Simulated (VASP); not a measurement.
K: single point with PBE+D3(BJ)

Crystal: K.

```
K
1.0
     2.68176   -4.04761    0.00000
     2.68176    4.04761    0.00000
     0.00000    0.00000    7.81180
K
2
Direct
  0.82061 0.17939 0.25000
  0.17939 0.82061 0.75000
```

This cell differs from its parent crystal: strain +0.1000 x Voigt [1, 0, 0, 0, 0, 0].

| Quantity | Value |
| --- | --- |
| Program | VASP 6.6.1 |
| Task | single point |
| Functional | PBE |
| Dispersion | D3(BJ) |
| Potentials or basis | VASP PAW PBE potentials, release 64 (K_sv) |
| Cutoff | 520 eV |
| k mesh | 12 × 12 × 6 |
| Occupations | gaussian, width 0.15 eV |
| Spin | no spin polarisation |
| Dipole correction | no |
| Further INCAR settings | ALGO = Normal; EDIFF = 1e-06; NBANDS = 16 |

```
Pressure                   : -0.6 GPa
Largest force              : 0.018 eV/Å
Band gap on the k mesh     : zero (band 9 reaches 0.58 eV, above the bottom of band 10 at -1.69 eV)
Dispersion energy per atom : -0.097 eV
```

Forces on the atoms (eV/Å):
```
K    0.000  0.018  0.000
K    0.000 -0.018  0.000
```

Stress tensor (GPa, compression positive):
```
-0.70  0.00  0.00
 0.00 -0.50  0.00
 0.00  0.00 -0.51
```

Levels at points of the mesh, in eV from the Fermi level:
| k point | band 7 | band 8 | band 9 | band 10 | band 11 | band 12 |
| --- | --- | --- | --- | --- | --- | --- |
| (0.00, 0.00, 0.00) | -15.69 | -15.69 | -1.97 | 0.45 | 0.63 | 3.37 |
| (0.50, 0.00, 0.00) | -15.70 | -15.69 | -0.07 | 0.07 | 1.68 | 1.99 |
| (0.50, 0.50, 0.00) | -15.70 | -15.70 | 0.32 | 0.46 | 1.79 | 1.84 |
| (0.00, 0.00, 0.50) | -15.69 | -15.69 | -1.28 | -1.28 | 2.82 | 2.82 |
| (0.50, 0.00, 0.50) | -15.69 | -15.69 | 0.48 | 0.48 | 0.65 | 0.65 |
| (0.50, 0.50, 0.50) | -15.70 | -15.70 | 0.84 | 0.84 | 1.02 | 1.02 |

It took 4.1 min on 1 thread of Intel(R) Xeon(R) Platinum 8259CL CPU @ 2.50GHz (Skylake/Cascade Lake) (shared host), peak memory 0.52 GiB.

Caveat: the cell differs from its parent crystal (strain +0.1000 x Voigt [1, 0, 0, 0, 0, 0]); pairwise dispersion overbinds metals, which lowers pressure and volume.
